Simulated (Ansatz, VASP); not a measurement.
**EuS2: VASP beside Ansatz**

Contents of INCAR:

```
SYSTEM = EuS2
ALGO = Normal
EDIFF = 1E-6
ENCUT = 520
GGA = PE
ISIF = 2
ISMEAR = 0
ISPIN = 2
LASPH = .True.
LCHARG = .False.
LDAU = .True.
LDAUJ = 0 0
LDAUL = 3 -1
LDAUPRINT = 1
LDAUTYPE = 2
LDAUU = 6 0
LMAXMIX = 6
LORBIT = 11
LREAL = .False.
LWAVE = .False.
MAGMOM = 7.11 0.06 0.06
NBANDS = 26
NELM = 150
PREC = Accurate
SIGMA = 0.05
```

The input KPOINTS:

```
k-points
0
Gamma
  8 8 8
  0 0 0
```

File POSCAR:

```
EuS2
1.0
    0.0000000000      3.3588959891      3.3588959891
    3.3588959891      0.0000000000      3.3588959891
    3.3588959891      3.3588959891      0.0000000000
Eu S
1 2
Direct
    0.0000000000      0.0000000000      0.0000000000
    0.2500000000      0.2500000000      0.2500000000
    0.7500000000      0.7500000000      0.7500000000
```

Input for Ansatz:

```yaml
crystal:
  lattice:
    - [0.0, 3.3588959891, 3.3588959891]
    - [3.3588959891, 0.0, 3.3588959891]
    - [3.3588959891, 3.3588959891, 0.0]
  atoms:
    - { symbol: Eu, position: [0.0, 0.0, 0.0], spin: 7.07 }
    - { symbol: S, position: [0.25, 0.25, 0.25] }
    - { symbol: S, position: [0.75, 0.75, 0.75] }
basis:
  ecutwfc: 420
  ecutrho_ratio: 4
kpoints:
  mp_grid: { grid: [8, 8, 8] }
hamiltonian:
  xc: pbe
  hubbard:
    sites:
      - { species: Eu, l: f, u_eff: 6.0, starting_ns: start.occupation_matrices }
    ns_hold: { iters: 6 }
scf:
  occupations: { method: gaussian, width: 0.05 }
  lower_state_search: "off"
output:
  forces: true
  stress: true
  eigenvalues: true
  populations: true
  hubbard: { sites: [{ species: Eu, l: f }] }
magnetization:
  spin_polarized: true
```

Alike in both runs: task single point; functional PBE; k mesh 8 × 8 × 8; occupations gaussian, width 0.05 eV; collinear spin; Hubbard terms Eu f U = 6.0 eV.

|  | VASP | Ansatz |
| --- | --- | --- |
| version | VASP 6.6.1 | Ansatz 0.2.0 |
| potentials or method | VASP PAW PBE potentials, release 64 (Eu, S), cutoff 520 eV | scalar-relativistic, plane waves, PAW |
| valence electrons in the cell | 29 | 29 |

```tsv
	VASP	Ansatz	Ansatz less VASP
gap on the k mesh at the Fermi level (eV)	none	none	-
pressure (GPa)	-0.9	0.0	+0.95
net moment per atom (μB)	2.24	2.24	-0.006
size of the moment on the site where the two differ most (μB)	6.16	6.47	+0.304
```

Site moments also hang on the region over which each program counts them. The programs project onto different local orbitals, so the same U acts differently, and such runs can settle in different states. A gap of «none» marks a metal or a gap that the smearing closes. Ansatz's warnings: filled band counts differ across k points.

Neither program's run includes spin-orbit coupling.
